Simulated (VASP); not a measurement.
# ScGaCl6 in VASP: notebook

Runs on ScGaCl6. Level: PBEsol. Tasks: single point.

Program: VASP 6.6.1. These are calculated values, not measurements. Logs are shortened: lines on timing, memory, paths and dates and some standing lists are left out, and cuts for length are marked.

### Step 1. The cell of the first run

The typed cell holds 8 atoms: a = 6.097 Å, b = 6.096 Å, c = 6.546 Å, α = 62.26°, β = 90.00°, γ = 60.01°.

### Step 2. Single point, PBEsol

INCAR

```
SYSTEM = ScGaCl6
PREC     = Accurate       ! precision mode
ENCUT    = 520            ! plane-wave cutoff, eV
EDIFF    = 1E-6           ! SCF threshold, eV
ISMEAR   = -1             ! smearing method
SIGMA    = 0.03           ! smearing width, eV
LREAL    = .FALSE.        ! projectors in reciprocal space
LASPH    = .TRUE.         ! aspherical terms in the spheres
NELM     = 60             ! most SCF steps
ALGO     = Normal         ! electronic algorithm
ISIF     = 2              ! what is computed and relaxed
LWAVE    = .FALSE.        ! write WAVECAR
LCHARG   = .FALSE.        ! write CHGCAR
GGA      = PS             ! functional
NBANDS   = 43             ! bands
```

KPOINTS

```
regular mesh
0
G
  4 4 4
  0 0 0
```

POSCAR

```
ScGaCl6
1.0
    6.0967074436      0.0776685002     -0.0592595183
    2.9805915126      5.3160016068      0.1096040172
    0.0114479201      3.3712015642      5.6112811526
Sc Ga Cl
1 1 6
Direct
    0.0000000000      0.0000000000      0.0000000000
    0.5000000000      0.0000000000      0.5000000000
    0.7415274493      0.8471228409      0.2549639744
    0.2584725507      0.1528771591      0.7450360256
    0.5886995772      0.5134259000      0.7450271023
    0.4113004228      0.4865741000      0.2549728977
    0.1022231435      0.1563321703      0.2550257181
    0.8977768565      0.8436678297      0.7449742819
```

Potentials or basis: VASP PAW PBE potentials, release 64 (Sc_sv, Ga_d, Cl).

On the command line:

```bash
> cat potpaw_PBE.64/Sc_sv/POTCAR potpaw_PBE.64/Ga_d/POTCAR potpaw_PBE.64/Cl/POTCAR > POTCAR
> mpirun -np 1 vasp_std > vasp.out
```

OUTCAR:

```text
SYSTEM = ScGaCl6
   PREC = Accurate
   ENCUT = 520
   EDIFF = 1E-6
   ISMEAR = -1
   LREAL = .FALSE.
   LASPH = .TRUE.
   NELM = 60
   ISIF = 2
   GGA = PS

 ion  position               nearest neighbor table
   1  0.000  0.000  0.000-   7 2.48   8 2.48   3 2.48   4 2.48   5 2.48   6 2.48
   2  0.500  0.000  0.500-   7 2.37   8 2.37   3 2.37   4 2.37   5 2.37   6 2.37
   3  0.742  0.847  0.255-   2 2.37   1 2.48
   4  0.258  0.153  0.745-   2 2.37   1 2.48
   5  0.589  0.513  0.745-   2 2.37   1 2.48
   6  0.411  0.487  0.255-   2 2.37   1 2.48
   7  0.102  0.156  0.255-   2 2.37   1 2.48
   8  0.898  0.844  0.745-   2 2.37   1 2.48

  LATTYP: Found a triclinic cell.
 ALAT       =    10.5588774161
 B/A-ratio  =     0.5772921205
 C/A-ratio  =     0.6202244175
 COS(alpha) =     0.0001796931
 COS(beta)  =     0.2691972721
 COS(gamma) =     0.8659338411

  Lattice vectors:

 A1 = (  -0.1355244184,  10.5543347134,   0.2784675527)
 A2 = (   2.9805915126,   5.3160016068,   0.1096040172)
 A3 = (  -3.1275638511,   1.8671315424,  -5.4424176171)

Analysis of symmetry for initial positions (statically):
=====================================================================
 Subroutine PRICEL returns:
 Original cell was already a primitive cell.

 Routine SETGRP: Setting up the symmetry group for a
 triclinic supercell.

 Subroutine GETGRP returns: Found  2 space group operations
 (whereof  2 operations were pure point group operations)
 out of a pool of  2 trial point group operations.

The static configuration has the point symmetry S_2 .

Analysis of symmetry for dynamics (positions and initial velocities):
=====================================================================
 Subroutine PRICEL returns:
 Original cell was already a primitive cell.

 Routine SETGRP: Setting up the symmetry group for a
 triclinic supercell.

 Subroutine GETGRP returns: Found  2 space group operations
 (whereof  2 operations were pure point group operations)
 out of a pool of  2 trial point group operations.

The dynamic configuration has the point symmetry S_2 .

 Subroutine INISYM returns: Found  2 space group operations
 (whereof  2 operations are pure point group operations),
 and found     1 'primitive' translations

----------------------------------------------------------------------------------------

                                     Primitive cell
[... 102 lines left out ...]
   NELM   =     60;   NELMIN=  2; NELMDL= -5     # of ELM steps
   EDIFF  = 0.1E-05   stopping-criterion for ELM
   LREAL  =      F    real-space projection
   EDIFFG = 0.1E-04   stopping-criterion for IOM
   NSW    =      0    number of steps for IOM
   IBRION =     -1    ionic relax: 0-MD 1-quasi-New 2-CG
   NFREE  =      0    steps in history (QN), initial steepest desc. (CG)
   ISIF   =      2    stress and relaxation
   ISYM   =      2    0-nonsym 1-usesym 2-fastsym
   POTIM  = 0.5000    time-step for ionic-motion
   TEBEG  =    0.0;   TEEND  =   0.0 temperature during run
   PSTRESS=    0.0 pullay stress
   NELECT =      66.0000    total number of electrons
   NUPDOWN=      -1.0000    fix difference up-down
   EMIN   =  10.00;   EMAX   =-10.00  energy-range for DOS
   EFERMI =   0.00;   METHOD = LEGACY
   ISMEAR =    -1;   SIGMA  =   0.03  broadening in eV -4-tet -1-fermi 0-gaus
   EFERMI_NEDOS =   21; number of points for ismear=-14 and -15
   IALGO  =     38    algorithm
   IMIX   =      4    mixing-type and parameters
     AMIX     =   0.40;   BMIX     =  1.00
     AMIX_MAG =   1.60;   BMIX_MAG =  1.00
  volume/ion in A,a.u.               =      22.21       149.91
  Fermi-wavevector in a.u.,A,eV,Ry     =   1.176734  2.223705 18.840034  1.384703
  Thomas-Fermi vector in A             =   2.313093
   LORBIT       =      0    0 simple, 1 ext, 2 COOP (PROOUT), +10 PAW based schemes
   GGA     = PS    functional components
   LHFCALC =     F    Hartree Fock is set to
   AEXX    =    0.0000 exact exchange contribution
   IVDW    =     0    specifies the selected vdW correction
   LEPSILON=     F    determine dielectric tensor
   LRPA    =     F    only Hartree local field effects (RPA)
 non-spin polarized calculation
  energy-cutoff  :      520.00
  volume of cell :      177.72
 maximum number of plane-waves:      4836
 NGX is ok and might be reduce to    48
   NGX = 23   NGY = 23   NGZ = 25

 number of electron      65.9999990 magnetization

 Free energy of the ion-electron system (eV)
  ---------------------------------------------------
  ext. energy  EPLUGINS =         0.00000000
  ---------------------------------------------------
  free energy    TOTEN  =       -33.97494984 eV

  energy without entropy =      -33.97494984  energy(sigma->0) =      -33.97494984

 E-fermi :   1.7515     XC(G=0):  -9.3615

 val. band max:        1.1416004619   @ k =   0.0000   0.0000   0.0000
 cond. band min:       3.5499520755   @ k =  -0.0000   0.5000  -0.0000
 fundamental gap:      2.4083516136
 Fermi energy:         1.7515433934

 k-point     1 :       0.0000    0.0000    0.0000
  band No.  band energies     occupation
      1     -47.2544      2.00000
      2     -25.9795      2.00000
      3     -25.9793      2.00000
      4     -25.9458      2.00000
      5     -13.3717      2.00000
      6     -13.1191      2.00000
[... 1093 lines left out ...]
     42       9.0493      0.00000
     43      10.2040      0.00000

 [... further k-points ...]
[... 5 lines left out ...]
  --------------------------------------------------------------------------------------
  -------------------------------------------------------------------------------------
  Total        0.0130079      0.0097901      0.0138237      0.0098908      0.0153273     -0.0029818
  in kB        0.1172690      0.0882601      0.1246239      0.0891683      0.1381793     -0.0268812
  external PRESSURE =       0.1100510 kB  Pullay stress =       0.0000000 kB

 VOLUME and BASIS-vectors are now :
 -----------------------------------------------------------------------------
  energy-cutoff  :      520.00
  volume of cell :      177.72
      direct lattice vectors                 reciprocal lattice vectors
     6.096707444  0.077668500 -0.059259518     0.165767997 -0.094101954  0.056197319
     2.980591513  5.316001607  0.109604017    -0.003576412  0.192500885 -0.115645309
     0.011447920  3.371201564  5.611281153     0.001820497 -0.004753871  0.181064785

 POSITION                                       TOTAL-FORCE (eV/Angst)
 -----------------------------------------------------------------------------------
      0.00000      0.00000      0.00000         0.000000      0.000000      0.000000
      3.05408      1.72444      2.77601        -0.000000      0.000000      0.000000
      7.04872      5.42043      1.47958        -0.015745     -0.003166      0.010448
      2.04002      3.34444      4.18205         0.015745      0.003166     -0.010448
      5.12797      5.28673      4.20194        -0.009414      0.011625     -0.009580
      3.96078      3.47814      1.45968         0.009414     -0.011625      0.009580
      1.09211      1.69874      1.44210         0.004272      0.014123      0.010731
      7.99664      7.06613      4.21953        -0.004272     -0.014123     -0.010731
 -----------------------------------------------------------------------------------
    total drift:                                0.000000     -0.000000     -0.000000

  FREE ENERGIE OF THE ION-ELECTRON SYSTEM (eV)
  ---------------------------------------------------
  free  energy   TOTEN  =       -33.9749498380 eV

  energy  without entropy=      -33.9749498379  energy(sigma->0) =      -33.97494984
```

OSZICAR:

```text
N       E                     dE             d eps       ncg     rms          rms(c)
DAV:   1     0.813029919853E+03    0.81303E+03   -0.27963E+04  3232   0.167E+03
DAV:   2     0.106697445858E+03   -0.70633E+03   -0.67906E+03  3384   0.502E+02
DAV:   3    -0.276456098449E+02   -0.13434E+03   -0.12803E+03  4204   0.174E+02
DAV:   4    -0.366850413779E+02   -0.90394E+01   -0.89977E+01  4544   0.535E+01
DAV:   5    -0.369018878164E+02   -0.21685E+00   -0.21639E+00  4144   0.765E+00    0.120E+01
DAV:   6    -0.341205142079E+02    0.27814E+01   -0.46302E+00  4744   0.255E+01    0.671E+00
DAV:   7    -0.339925068289E+02    0.12801E+00   -0.67832E-01  4736   0.856E+00    0.345E+00
DAV:   8    -0.340149512640E+02   -0.22444E-01   -0.38844E-01  4293   0.679E+00    0.113E+00
DAV:   9    -0.339773146107E+02    0.37637E-01   -0.68470E-02  4485   0.345E+00    0.455E-01
DAV:  10    -0.339757792973E+02    0.15353E-02   -0.95643E-03  4832   0.589E-01    0.285E-01
DAV:  11    -0.339748942755E+02    0.88502E-03   -0.35480E-03  4600   0.764E-01    0.931E-02
DAV:  12    -0.339749372010E+02   -0.42925E-04   -0.87276E-04  4365   0.192E-01    0.351E-02
DAV:  13    -0.339749478352E+02   -0.10634E-04   -0.69803E-05  4224   0.846E-02    0.128E-02
DAV:  14    -0.339749505541E+02   -0.27189E-05   -0.11808E-05  3922   0.498E-02    0.549E-03
DAV:  15    -0.339749498380E+02    0.71614E-06   -0.48664E-06  3424   0.176E-02
   1 F= -.33974950E+02 E0= -.33974950E+02  d E =-.367623E-10
```

stdout:

```text
POSCAR found type information on POSCAR ScGaCl
 POSCAR found :  3 types and       8 ions
 scaLAPACK will be used
 -----------------------------------------------------------------------------
|                                                                             |
|                                                                             |
|     You enforced a specific xc type in the INCAR file but a different       |
|     I HOPE YOU KNOW WHAT YOU ARE DOING!                                     |
|                                                                             |
 -----------------------------------------------------------------------------

 LDA part: xc-table for (Slater+PW92), standard interpolation
 POSCAR, INCAR and KPOINTS ok, starting setup
 FFT: planning ... GRIDC
 FFT: planning ... GRID_SOFT
 FFT: planning ... GRID
 WAVECAR not read
 entering main loop
```

Run time: 13 min. Hardware: 1 thread of Oxide Virtual Turin-like, shared host; peak memory 0.43 GiB.

What came out:

* Free energy: -33.9749 eV
* Pressure: 0.0 GPa
* Largest force: 0.019 eV/Å
* Band gap on the k mesh: 2.41 eV (least direct gap 2.75 eV)

Forces in eV/Å, atoms in the order of the input:
```
Sc   0.000  0.000  0.000
Ga   0.000  0.000  0.000
Cl  -0.016 -0.003  0.010
Cl   0.016  0.003 -0.010
Cl  -0.009  0.012 -0.010
Cl   0.009 -0.012  0.010
Cl   0.004  0.014  0.011
Cl  -0.004 -0.014 -0.011
```

Caveat: the PAW data sets were made with another functional, which shifts forces and pressure a little.

### Step 3. Single point, PBEsol

INCAR

```
SYSTEM = ScGaCl6
ALGO = Normal
EDIFF = 1E-6
ENCUT = 520
GGA = PS
ISIF = 2
ISMEAR = -1
LASPH = .True.
LCHARG = .True.
LELF = .True.
LREAL = .False.
LVHAR = .True.
LWAVE = .False.
NBANDS = 43
NELM = 100
PREC = Accurate
SIGMA = 0.05
```

KPOINTS

```
k-points
0
Gamma
  4 4 4
  0 0 0
```

POSCAR

```
ScGaCl6
1.0
    6.0915682238      0.0800174340     -0.0598346577
    2.9800902170      5.3156434289      0.1091289600
    0.0122042455      3.3700094346      5.6123062129
Sc Ga Cl
1 1 6
Direct
   -0.0005749134     -0.0014733754     -0.0000477432
    0.4997600278     -0.0018122502      0.4999241994
    0.7409297438      0.8449606800      0.2548768338
    0.2581338858      0.1512901465      0.7451141641
    0.5879812099      0.5117134257      0.7448385409
    0.4108417237      0.4847388088      0.2549479394
    0.1012829073      0.1543957632      0.2555298736
    0.8976900111      0.8415359012      0.7450032517
```

Potentials or basis: VASP PAW PBE potentials, release 64 (Sc_sv, Ga_d, Cl).

On the command line:

```bash
> cat potpaw_PBE.64/Sc_sv/POTCAR potpaw_PBE.64/Ga_d/POTCAR potpaw_PBE.64/Cl/POTCAR > POTCAR
> mpirun -np 1 vasp_std > vasp.out
```

It took 14 min on 1 thread of Oxide Virtual Turin-like, shared host; peak memory 0.43 GiB.

The run converged. Its results:

| Property | Result |
| --- | --- |
| Free energy | -33.9750 eV |
| Pressure | 0.0 GPa |
| Largest force | 0.019 eV/Å |
| Band gap on the k mesh | 2.41 eV (least direct gap 2.75 eV) |

Forces in eV/Å, atoms in the order of the input:
```
Sc  -0.001 -0.004  0.000
Ga  -0.004  0.001  0.001
Cl  -0.013  0.000  0.011
Cl   0.013  0.001 -0.010
Cl  -0.010  0.013 -0.008
Cl   0.012 -0.013  0.009
Cl   0.007  0.014  0.006
Cl  -0.004 -0.013 -0.008
```

Levels at points of the mesh, in eV from the valence-band top:
```
           k point  band 31  band 32  band 33  band 34  band 35  band 36
(0.00, 0.00, 0.00)    -0.14    -0.14     0.00     3.22     3.69     3.69
(0.50, 0.00, 0.00)    -0.46    -0.40    -0.17     3.34     3.54     3.57
(0.00, 0.50, 0.00)    -0.62    -0.41    -0.34     2.41     3.62     3.77
(0.50, 0.50, 0.00)    -0.46    -0.40    -0.17     3.34     3.54     3.57
(0.00, 0.00, 0.50)    -0.46    -0.25    -0.24     3.62     3.62     3.70
(0.50, 0.00, 0.50)    -0.62    -0.41    -0.34     2.41     3.62     3.77
(0.00, 0.50, 0.50)    -0.46    -0.40    -0.17     3.34     3.54     3.57
(0.50, 0.50, 0.50)    -0.62    -0.41    -0.34     2.41     3.62     3.77
```

Caveat: the PAW data sets were made with another functional, which shifts forces and pressure a little. A k mesh can miss the band edges.
